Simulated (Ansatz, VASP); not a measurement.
**SnSe2: VASP beside Ansatz**

The input INCAR:

```
ALGO = Normal
EDIFF = 1E-6
ENCUT = 520
GGA = PS
ISIF = 2
ISMEAR = 0
LASPH = T
LCHARG = F
LREAL = F
LWAVE = F
NBANDS = 20
NELM = 60
PREC = Accurate
SIGMA = 0.05
```

KPOINTS

```
k-points
0
Gamma
  6 6 4
```

Contents of POSCAR:

```
SnSe2
1.0
    3.8109987816      0.0000000000      0.0000000000
   -1.9054993908      3.3004217586      0.0000000000
    0.0000000000      0.0000000000      6.1370000000
Sn Se
1 2
Direct
    0.0000000000      0.0000000000      0.0000000000
    0.2455331159      0.6023924466      0.2255580903
    0.6666666667      0.3333333333      0.7500000000
```

Input for Ansatz:

```yaml
crystal:
  lattice:
    - [3.8109987816, 0.0, 0.0]
    - [-1.9054993908, 3.3004217586, 0.0]
    - [0.0, 0.0, 6.137]
  atoms:
    - { symbol: Sn, position: [0.0, 0.0, 0.0] }
    - { symbol: Se, position: [0.2455331159, 0.6023924466, 0.2255580903] }
    - { symbol: Se, position: [0.6666666667, 0.3333333333, 0.75] }
basis:
  ecutwfc: 420
kpoints:
  mp_grid: { grid: [6, 6, 4] }
hamiltonian:
  xc: pbesol
scf:
  occupations: { method: gaussian, width: 0.05 }
output:
  forces: true
  stress: true
  eigenvalues: true
```

Alike in both runs: task single point; functional PBEsol; k mesh 6 × 6 × 4; occupations gaussian, width 0.05 eV; no spin polarisation.

|  | VASP | Ansatz |
| --- | --- | --- |
| version | VASP 6.6.1 | Ansatz 0.2.0 |
| potentials or method | VASP PAW PBE potentials, release 64 (Sn_d, Se), cutoff 520 eV | scalar-relativistic, plane waves, PAW |
| valence electrons in the cell | 26 | 46 |

```csv
,VASP,Ansatz,Ansatz less VASP
gap on the k mesh at the Fermi level (eV),0.39,0.40,+0.007
least direct gap on the mesh (eV),0.88,0.89,+0.009
pressure (GPa),7.2,7.0,-0.14
"traceless stress, the component that is largest in VASP (GPa)",3.94,3.94,-0.001
rms of the force components (eV/Å),1.281,1.271,-0.0095
```

VASP's potentials were made for PBE, not for PBEsol. Atom by atom the forces differ by 0.012 eV/Å (rms over components). With one functional, cell and mesh, what is left measures potentials, basis and numerics. VASP's potentials hold 26 valence electrons a cell and Ansatz's 46, so a difference there can come from the potentials and not from the codes.
